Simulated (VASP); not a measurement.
Wanted: the native input for a VASP 6.6.1 run.

```yaml
Task: single point
Functional: LDA
Potentials_or_basis: VASP PAW LDA potentials, release 64 (Ga_d, N_h)
Cutoff: 910 eV
k_mesh: 11 × 11 × 11
Occupations: fermi-dirac, width 0.05 eV
Spin: no spin polarisation
Dipole_correction: no
Second_run: hard_potentials
Further_INCAR_settings: ALGO = Normal; EDIFF = 1e-06; NBANDS = 16
```

The structure of GaN lies in POSCAR:

```
GaN
1.0
    0.0000000000      2.1352350000      2.1352350000
    2.1352350000      0.0000000000      2.1352350000
    2.1352350000      2.1352350000      0.0000000000
Ga N
1 1
Direct
    0.0000000000      0.0000000000      0.0000000000
    0.5000000000      0.5000000000      0.5000000000
```

These files were run (other wordings do the same):

INCAR

```
  ALGO = Normal
  EDIFF = 1E-6
  ENCUT = 910
  GGA_COMPAT = False
  ISIF = 2
  ISMEAR = -1
  LASPH = True
  LCHARG = False
  LREAL = False
  LWAVE = False
  NBANDS = 16
  NELM = 120
  PREC = Accurate
  SIGMA = 0.05
```

KPOINTS

```
k-points
0
Gamma
  11 11 11
```

Potentials or basis: VASP PAW LDA potentials, release 64 (Ga_d, N_h).

Launch:

```sh
$ cat potpaw_LDA.64/Ga_d/POTCAR potpaw_LDA.64/N_h/POTCAR > POTCAR
$ mpirun -np 1 vasp_std > vasp.out
```

Results of the run:

```
Pressure               : -12.8 GPa
Band gap on the k mesh : 0.37 eV, indirect (least direct gap 2.45 eV)
```

Caveat: the cutoff is under 1.25 times the usual one of these potentials, so pressure, stress and relaxed cells hold a basis-set (Pulay) error.

Run time: 34 s on 1 thread of Intel(R) Xeon(R) 6975P-C (Granite Rapids), with other jobs on the host, peak memory 0.17 GiB.
